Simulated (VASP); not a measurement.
# Gd (Im-3m) in VASP: a series of runs, part 2 of 2

VASP 6.6.1.

## 3. Single point, r2SCAN, collinear spin, ferromagnetic start

This run uses another cell than the first one, of 35.71 Å³/atom.

POSCAR

```
Gd
1.0
   -2.0744096097      2.0744096097      2.0744096097
    2.0744096097     -2.0744096097      2.0744096097
    2.0744096097      2.0744096097     -2.0744096097
Gd
1
Direct
    0.0000000000      0.0000000000      0.0000000000
```

INCAR.step1

```
SYSTEM = Gd
ALGO = Normal ; EDIFF = 1E-4
ENCUT = 520 ; GGA = PE
ISMEAR = 1 ; ISPIN = 2
LASPH = .True. ; LCHARG = .False.
LMAXMIX = 6 ; LREAL = .False.
LWAVE = .True. ; MAGMOM = 7
NBANDS = 19 ; NELM = 150
PREC = Accurate ; SIGMA = 0.1
```

INCAR.step2

```
SYSTEM = Gd
ALGO = Normal ; EDIFF = 1E-7
ENCUT = 520 ; ISIF = 2
ISMEAR = 1 ; ISPIN = 2
ISTART = 1 ; LASPH = .True.
LCHARG = .True. ; LELF = .True.
LMAXMIX = 6 ; LMIXTAU = .True.
LORBIT = 11 ; LREAL = .False.
LVHAR = .True. ; LWAVE = .False.
MAGMOM = 7 ; METAGGA = R2SCAN
NBANDS = 19 ; NELM = 150
PREC = Accurate ; SIGMA = 0.1
```

KPOINTS

```
k-points
0
Gamma
  8 8 8
  0 0 0
```

Potentials or basis: VASP PAW PBE potentials, release 64 (Gd).

The run is started by

```console
$ cat potpaw_PBE.64/Gd/POTCAR > POTCAR
$ cp INCAR.step1 INCAR
$ mpirun -np 1 vasp_std > vasp.out
$ cp INCAR.step2 INCAR
$ mpirun -np 1 vasp_std > vasp.out
```

OUTCAR:

```text
SYSTEM = Gd
   EDIFF = 1E-7
   ENCUT = 520
   ISIF = 2
   ISMEAR = 1
   ISPIN = 2
   ISTART = 1
   LASPH = .True.
   LORBIT = 11
   LREAL = .False.
   METAGGA = R2SCAN
   NELM = 150
   PREC = Accurate

 ion  position               nearest neighbor table
   1  0.000  0.000  0.000-

  LATTYP: Found a body centered cubic cell.
 ALAT       =     4.1488192194

  Lattice vectors:

 A1 = (  -2.0744096097,   2.0744096097,   2.0744096097)
 A2 = (   2.0744096097,  -2.0744096097,   2.0744096097)
 A3 = (   2.0744096097,   2.0744096097,  -2.0744096097)

Analysis of symmetry for initial positions (statically):
=====================================================================
 Subroutine PRICEL returns:
 Original cell was already a primitive cell.

 Routine SETGRP: Setting up the symmetry group for a
 body centered cubic supercell.

 Subroutine GETGRP returns: Found 48 space group operations
 (whereof 48 operations were pure point group operations)
 out of a pool of 48 trial point group operations.

The static configuration has the point symmetry O_h .

Analysis of symmetry for dynamics (positions and initial velocities):
=====================================================================
 Subroutine PRICEL returns:
 Original cell was already a primitive cell.

 Routine SETGRP: Setting up the symmetry group for a
 body centered cubic supercell.

 Subroutine GETGRP returns: Found 48 space group operations
 (whereof 48 operations were pure point group operations)
 out of a pool of 48 trial point group operations.

The dynamic configuration has the point symmetry O_h .

Analysis of structural, dynamic, and magnetic symmetry:
=====================================================================
 Subroutine PRICEL returns:
 Original cell was already a primitive cell.

 Routine SETGRP: Setting up the symmetry group for a
 body centered cubic supercell.

 Subroutine GETGRP returns: Found 48 space group operations
 (whereof 48 operations were pure point group operations)
 out of a pool of 48 trial point group operations.

The overall configuration has the point symmetry O_h .

 Subroutine INISYM returns: Found 48 space group operations
 (whereof 48 operations are pure point group operations),
 and found     1 'primitive' translations

----------------------------------------------------------------------------------------

                                     Primitive cell

  volume of cell :      35.7062

  direct lattice vectors                    reciprocal lattice vectors
    -2.074409610  2.074409610  2.074409610     0.000000000  0.241032435  0.241032435
     2.074409610 -2.074409610  2.074409610     0.241032435  0.000000000  0.241032435
     2.074409610  2.074409610 -2.074409610     0.241032435  0.241032435  0.000000000

  length of vectors
     3.592982840  3.592982840  3.592982840     0.340871339  0.340871339  0.340871339

  position of ions in fractional coordinates (direct lattice)
     0.000000000  0.000000000  0.000000000

  ion indices of the primitive-cell ions
   primitive index   ion index
                 1           1

[... 55 lines left out ...]
   total plane-waves  NPLWV =  21952
   dimension x,y,z NGX =    28 NGY =   28 NGZ =   28
   dimension x,y,z NGXF=    56 NGYF=   56 NGZF=   56
   ions per type =               1
   NGX,Y,Z   is equivalent  to a cutoff of  12.96, 12.96, 12.96 a.u.
   NGXF,Y,Z  is equivalent  to a cutoff of  25.91, 25.91, 25.91 a.u.
 SYSTEM =  Gd
   PREC   = accura    normal or accurate (medium, high low for compatibility)
   ISTART =      1    job   : 0-new  1-cont  2-samecut
   ICHARG =      0    charge: 1-file 2-atom 10-const
   ISPIN  =      2    spin polarized calculation?
   LNONCOLLINEAR =      F non collinear calculations
   LSORBIT =      F    spin-orbit coupling
   LASPH  =      T    aspherical Exc in radial PAW
   ENCUT  =  520.0 eV  38.22 Ry    6.18 a.u.   6.68  6.68  6.68*2*pi/ulx,y,z
   NELM   =    150;   NELMIN=  2; NELMDL=  0     # of ELM steps
   EDIFF  = 0.1E-06   stopping-criterion for ELM
   LREAL  =      F    real-space projection
   EDIFFG = 0.1E-05   stopping-criterion for IOM
   NSW    =      0    number of steps for IOM
   IBRION =     -1    ionic relax: 0-MD 1-quasi-New 2-CG
   NFREE  =      0    steps in history (QN), initial steepest desc. (CG)
   ISIF   =      2    stress and relaxation
   ISYM   =      2    0-nonsym 1-usesym 2-fastsym
   POTIM  = 0.5000    time-step for ionic-motion
   TEBEG  =    0.0;   TEEND  =   0.0 temperature during run
   PSTRESS=    0.0 pullay stress
   NELECT =      18.0000    total number of electrons
   NUPDOWN=      -1.0000    fix difference up-down
   EMIN   =  10.00;   EMAX   =-10.00  energy-range for DOS
   EFERMI =   0.00;   METHOD = LEGACY
   ISMEAR =     1;   SIGMA  =   0.10  broadening in eV -4-tet -1-fermi 0-gaus
   EFERMI_NEDOS =   21; number of points for ismear=-14 and -15
   IALGO  =     38    algorithm
   IMIX   =      4    mixing-type and parameters
     AMIX     =   0.40;   BMIX     =  1.00
     AMIX_MAG =   1.60;   BMIX_MAG =  1.00
  volume/ion in A,a.u.               =      35.71       240.96
  Fermi-wavevector in a.u.,A,eV,Ry     =   1.302920  2.462162 23.097265  1.697601
  Thomas-Fermi vector in A             =   2.433956
   LORBIT       =     11    0 simple, 1 ext, 2 COOP (PROOUT), +10 PAW based schemes
   METAGGA = R2SCAN    functional components
   LHFCALC =     F    Hartree Fock is set to
   AEXX    =    0.0000 exact exchange contribution
   IVDW    =     0    specifies the selected vdW correction
   LEPSILON=     F    determine dielectric tensor
   LRPA    =     F    only Hartree local field effects (RPA)
 spin polarized calculation
 Methfessel and Paxton  Order N= 1 SIGMA  =   0.10
  energy-cutoff  :      520.00
  volume of cell :       35.71
 maximum number of plane-waves:       978
   NGX = 13   NGY = 13   NGZ = 13

 number of electron      17.9999991 magnetization       7.9757629

 Free energy of the ion-electron system (eV)
  ---------------------------------------------------
  ext. energy  EPLUGINS =         0.00000000
  ---------------------------------------------------
  free energy    TOTEN  =       -40.94073200 eV

  energy without entropy =      -40.93940654  energy(sigma->0) =      -40.94029018

 E-fermi :   2.5587     XC(G=0): -10.3018

 val. band max:        2.5511489488   @ k =   0.2500   0.2500   0.0000
 cond. band min:       2.5590103595   @ k =   0.1250   0.1250   0.1250
 fundamental gap:      0.0078614107
 Fermi energy:         2.5587482439

 spin component 1

 k-point     1 :       0.0000    0.0000    0.0000
  band No.  band energies     occupation
      1     -44.7744      1.00000
      2     -21.1515      1.00000
      3     -21.1515      1.00000
      4     -21.1515      1.00000
      5      -3.3314      1.00000
      6      -3.3314      1.00000
[... 517 lines left out ...]
     18      11.8005      0.00000
     19      13.2001      0.00000

 [... further k-points ...]

 spin component 2

 k-point     1 :       0.0000    0.0000    0.0000
  band No.  band energies     occupation
      1     -40.8286      1.00000
      2     -18.2800      1.00000
      3     -18.2800      1.00000
      4     -18.2800      1.00000
      5      -1.3792      1.00000
      6       3.8027     -0.00000
[... 517 lines left out ...]
     18      13.6029      0.00000
     19      15.1494      0.00000

 [... further k-points ...]

------------------------ aborting loop because EDIFF is reached ----------------------------------------

  FORCE on cell =-STRESS in cart. coord.  units (eV):
  Direction    XX          YY          ZZ          XY          YZ          ZX
  --------------------------------------------------------------------------------------
  -------------------------------------------------------------------------------------
  Total       -0.4826931     -0.4826931     -0.4826931      0.0000000      0.0000000      0.0000000
  in kB      -21.6589862    -21.6589862    -21.6589862      0.0000000      0.0000000      0.0000000
  external PRESSURE =     -21.6589862 kB  Pullay stress =       0.0000000 kB

 VOLUME and BASIS-vectors are now :
 -----------------------------------------------------------------------------
  energy-cutoff  :      520.00
  volume of cell :       35.71
      direct lattice vectors                 reciprocal lattice vectors
    -2.074409610  2.074409610  2.074409610     0.000000000  0.241032435  0.241032435
     2.074409610 -2.074409610  2.074409610     0.241032435  0.000000000  0.241032435
     2.074409610  2.074409610 -2.074409610     0.241032435  0.241032435  0.000000000

 POSITION                                       TOTAL-FORCE (eV/Angst)
 -----------------------------------------------------------------------------------
      0.00000      0.00000      0.00000        -0.000000      0.000000      0.000000
 -----------------------------------------------------------------------------------
    total drift:                                0.000000      0.000000      0.000000

  FREE ENERGIE OF THE ION-ELECTRON SYSTEM (eV)
  ---------------------------------------------------
  free  energy   TOTEN  =       -40.9407320019 eV

  energy  without entropy=      -40.9394065405  energy(sigma->0) =      -40.94029018

 total charge

# of ion       s       p       d       f       tot
--------------------------------------------------
    1        2.070   5.601   0.562   6.928  15.161

 magnetization (x)

# of ion       s       p       d       f       tot
--------------------------------------------------
    1       -0.001  -0.099   0.288   6.903   7.092
```

Wall time 2.3 min (1 thread of AMD EPYC 9R45 (Zen 5), shared host); peak memory 0.18 GiB.

Results:

* Free energy: -40.9407 eV
* Pressure: -2.2 GPa
* Band gap on the k mesh: zero (filled and empty bands overlap)
* Net moment: 7.98 μB per cell
* Site moments: Gd +7.09 μB
* Valence electrons inside the program's atomic spheres: Gd 15.16

Levels at points of the mesh, in eV from the Fermi level:
Spin up:
| k point | band 11 | band 12 | band 13 | band 14 | band 15 | band 16 |
| --- | --- | --- | --- | --- | --- | --- |
| (0.00, 0.00, 0.00) | -5.77 | -5.41 | 1.32 | 1.32 | 1.32 | 3.42 |
| (0.50, 0.00, 0.00) | -5.78 | -2.52 | -0.26 | 0.53 | 3.30 | 4.02 |
| (0.50, 0.50, 0.50) | -5.78 | -1.93 | -1.93 | 5.15 | 5.15 | 5.15 |
Spin down:
```csv
k point,band 2,band 3,band 4,band 5,band 6,band 7,band 8,band 9
"(0.00, 0.00, 0.00)",-20.84,-20.84,-20.84,-3.94,1.24,1.24,1.24,1.53
"(0.50, 0.00, 0.00)",-21.51,-21.05,-20.85,-1.14,1.19,1.24,1.27,1.37
"(0.50, 0.50, 0.50)",-21.29,-21.29,-21.29,-0.81,-0.81,1.29,1.35,1.35
```

Caveat: the PAW data sets were made with another functional, which shifts forces and pressure a little; spin-orbit coupling is left out, which moves the levels of the heavy elements; semilocal functionals describe open f shells poorly, which spoils levels, moments and volumes. The state reached can hang on the start; a lower one may exist.

## 4. Single point, r2SCAN, collinear spin, ferromagnetic start

This run uses another cell than the first one, of 36.54 Å³/atom.

POSCAR

```
Gd
1.0
   -2.0903672338      2.0903672338      2.0903672338
    2.0903672338     -2.0903672338      2.0903672338
    2.0903672338      2.0903672338     -2.0903672338
Gd
1
Direct
    0.0000000000      0.0000000000      0.0000000000
```

INCAR.step1

```
SYSTEM = Gd
ALGO = Normal
EDIFF = 1E-4
ENCUT = 520
GGA = PE
ISMEAR = 1
ISPIN = 2
LASPH = .True.
LCHARG = .False.
LMAXMIX = 6
LREAL = .False.
LWAVE = .True.
MAGMOM = 7
NBANDS = 19
NELM = 150
PREC = Accurate
SIGMA = 0.1
```

INCAR.step2

```
SYSTEM = Gd
ALGO = Normal
EDIFF = 1E-7
ENCUT = 520
ISIF = 2
ISMEAR = 1
ISPIN = 2
ISTART = 1
LASPH = .True.
LCHARG = .False.
LMAXMIX = 6
LMIXTAU = .True.
LORBIT = 11
LREAL = .False.
LWAVE = .False.
MAGMOM = 7
METAGGA = R2SCAN
NBANDS = 19
NELM = 150
PREC = Accurate
SIGMA = 0.1
```

KPOINTS is that of step 3.

Potentials or basis: VASP PAW PBE potentials, release 64 (Gd).

The run is started by

```console
$ cat potpaw_PBE.64/Gd/POTCAR > POTCAR
$ cp INCAR.step1 INCAR
$ mpirun -np 1 vasp_std > vasp.out
$ cp INCAR.step2 INCAR
$ mpirun -np 1 vasp_std > vasp.out
```

OUTCAR:

```text
SYSTEM = Gd
   EDIFF = 1E-7
   ENCUT = 520
   ISIF = 2
   ISMEAR = 1
   ISPIN = 2
   ISTART = 1
   LASPH = .True.
   LORBIT = 11
   LREAL = .False.
   METAGGA = R2SCAN
   NELM = 150
   PREC = Accurate

 ion  position               nearest neighbor table
   1  0.000  0.000  0.000-

  LATTYP: Found a body centered cubic cell.
 ALAT       =     4.1807344676

  Lattice vectors:

 A1 = (  -2.0903672338,   2.0903672338,   2.0903672338)
 A2 = (   2.0903672338,  -2.0903672338,   2.0903672338)
 A3 = (   2.0903672338,   2.0903672338,  -2.0903672338)

Analysis of symmetry for initial positions (statically):
=====================================================================
 Subroutine PRICEL returns:
 Original cell was already a primitive cell.

 Routine SETGRP: Setting up the symmetry group for a
 body centered cubic supercell.

 Subroutine GETGRP returns: Found 48 space group operations
 (whereof 48 operations were pure point group operations)
 out of a pool of 48 trial point group operations.

The static configuration has the point symmetry O_h .

Analysis of symmetry for dynamics (positions and initial velocities):
=====================================================================
 Subroutine PRICEL returns:
 Original cell was already a primitive cell.

 Routine SETGRP: Setting up the symmetry group for a
 body centered cubic supercell.

 Subroutine GETGRP returns: Found 48 space group operations
 (whereof 48 operations were pure point group operations)
 out of a pool of 48 trial point group operations.

The dynamic configuration has the point symmetry O_h .

Analysis of structural, dynamic, and magnetic symmetry:
=====================================================================
 Subroutine PRICEL returns:
 Original cell was already a primitive cell.

 Routine SETGRP: Setting up the symmetry group for a
 body centered cubic supercell.

 Subroutine GETGRP returns: Found 48 space group operations
 (whereof 48 operations were pure point group operations)
 out of a pool of 48 trial point group operations.

[... 132 lines left out ...]
  volume of cell :       36.54
 maximum number of plane-waves:       993
   NGX = 13   NGY = 13   NGZ = 13

 number of electron      17.9999992 magnetization       7.9832570

 Free energy of the ion-electron system (eV)
  ---------------------------------------------------
  ext. energy  EPLUGINS =         0.00000000
  ---------------------------------------------------
  free energy    TOTEN  =       -40.92831377 eV

  energy without entropy =      -40.92709191  energy(sigma->0) =      -40.92790648

 E-fermi :   2.4490     XC(G=0): -10.1971

 val. band max:        2.4380972626   @ k =   0.2500   0.2500   0.0000
 cond. band min:       2.4616378582   @ k =   0.1250   0.1250   0.1250
 fundamental gap:      0.0235405956
 Fermi energy:         2.4489855806

 spin component 1

 k-point     1 :       0.0000    0.0000    0.0000
  band No.  band energies     occupation
      1     -44.9355      1.00000
      2     -21.3253      1.00000
      3     -21.3253      1.00000
      4     -21.3253      1.00000
      5      -3.4904      1.00000
      6      -3.4904      1.00000
[... 517 lines left out ...]
     18      11.4607      0.00000
     19      12.8329      0.00000

 [... further k-points ...]

 spin component 2

 k-point     1 :       0.0000    0.0000    0.0000
  band No.  band energies     occupation
      1     -40.9890      1.00000
      2     -18.4579      1.00000
      3     -18.4579      1.00000
      4     -18.4579      1.00000
      5      -1.4519      1.00000
      6       3.6517     -0.00000
[... 517 lines left out ...]
     18      13.2549      0.00000
     19      14.7659      0.00000

 [... further k-points ...]

------------------------ aborting loop because EDIFF is reached ----------------------------------------

  FORCE on cell =-STRESS in cart. coord.  units (eV):
  Direction    XX          YY          ZZ          XY          YZ          ZX
  --------------------------------------------------------------------------------------
  -------------------------------------------------------------------------------------
  Total       -0.6318561     -0.6318561     -0.6318561     -0.0000000     -0.0000000      0.0000000
  in kB      -27.7077352    -27.7077352    -27.7077352     -0.0000000     -0.0000000      0.0000000
  external PRESSURE =     -27.7077352 kB  Pullay stress =       0.0000000 kB

 VOLUME and BASIS-vectors are now :
 -----------------------------------------------------------------------------
  energy-cutoff  :      520.00
  volume of cell :       36.54
      direct lattice vectors                 reciprocal lattice vectors
    -2.090367234  2.090367234  2.090367234     0.000000000  0.239192421  0.239192421
     2.090367234 -2.090367234  2.090367234     0.239192421  0.000000000  0.239192421
     2.090367234  2.090367234 -2.090367234     0.239192421  0.239192421  0.000000000

 POSITION                                       TOTAL-FORCE (eV/Angst)
 -----------------------------------------------------------------------------------
      0.00000      0.00000      0.00000        -0.000000     -0.000000      0.000000
 -----------------------------------------------------------------------------------
    total drift:                                0.000000      0.000000      0.000000

  FREE ENERGIE OF THE ION-ELECTRON SYSTEM (eV)
  ---------------------------------------------------
  free  energy   TOTEN  =       -40.9283137689 eV

  energy  without entropy=      -40.9270919144  energy(sigma->0) =      -40.92790648

 total charge

# of ion       s       p       d       f       tot
--------------------------------------------------
    1        2.069   5.603   0.550   6.929  15.150

 magnetization (x)

# of ion       s       p       d       f       tot
--------------------------------------------------
    1       -0.001  -0.099   0.284   6.904   7.088
```

OUTCAR.step1:

```text
SYSTEM = Gd
   EDIFF = 1E-4
   ENCUT = 520
   GGA = PE
   ISMEAR = 1
   ISPIN = 2
   LASPH = .True.
[... 1292 lines left out ...]
 POSITION                                       TOTAL-FORCE (eV/Angst)
 -----------------------------------------------------------------------------------
      0.00000      0.00000      0.00000        -0.000000      0.000000      0.000000
 -----------------------------------------------------------------------------------
    total drift:                                0.000000      0.000000      0.000000

  FREE ENERGIE OF THE ION-ELECTRON SYSTEM (eV)
  ---------------------------------------------------
  free  energy   TOTEN  =       -11.5837968908 eV

  energy  without entropy=      -11.5846604781  energy(sigma->0) =      -11.58408475
```

Wall time 2.1 min (1 thread of AMD EPYC 9R45 (Zen 5), shared host); peak memory 0.18 GiB.

Results:

```yaml
Free_energy: -40.9283 eV
Pressure: -2.8 GPa
Band_gap_on_the_k_mesh: zero (filled and empty bands overlap)
Net_moment: 7.98 μB per cell
Site_moments: Gd +7.09 μB
Valence_electrons_inside_the_program's_atomic_spheres: Gd 15.15
```

Caveat: the PAW data sets were made with another functional, which shifts forces and pressure a little; spin-orbit coupling is left out, which moves the levels of the heavy elements; semilocal functionals describe open f shells poorly, which spoils levels, moments and volumes.

## 5. Overview

| cell | gap on the mesh (eV) | pressure (GPa) | moment (μB) |
| --- | --- | --- | --- |
| a = 3.565 Å, angles 109.5°, 1 atom | none | -1.5 | 7.97 |
| a = 3.593 Å, angles 109.5°, 1 atom | none | -2.2 | 7.98 |
| a = 3.621 Å, angles 109.5°, 1 atom | none | -2.8 | 7.98 |

Alike in all rows: task single point; level r2SCAN; potentials or basis VASP PAW PBE potentials, release 64 (Gd); spin collinear, ferromagnetic start; k mesh 8 × 8 × 8; cutoff (eV) 520; smearing methfessel-paxton 0.1 eV.

Caveats: the PAW data sets were made with another functional, which shifts forces and pressure a little; spin-orbit coupling is left out, which moves the levels of the heavy elements; semilocal functionals describe open f shells poorly, which spoils levels, moments and volumes.

Total energies depend on the potentials used, so only differences within one code and one set of settings carry meaning.

The gap in the log of VASP goes by the Fermi energy; the results here count the filled bands.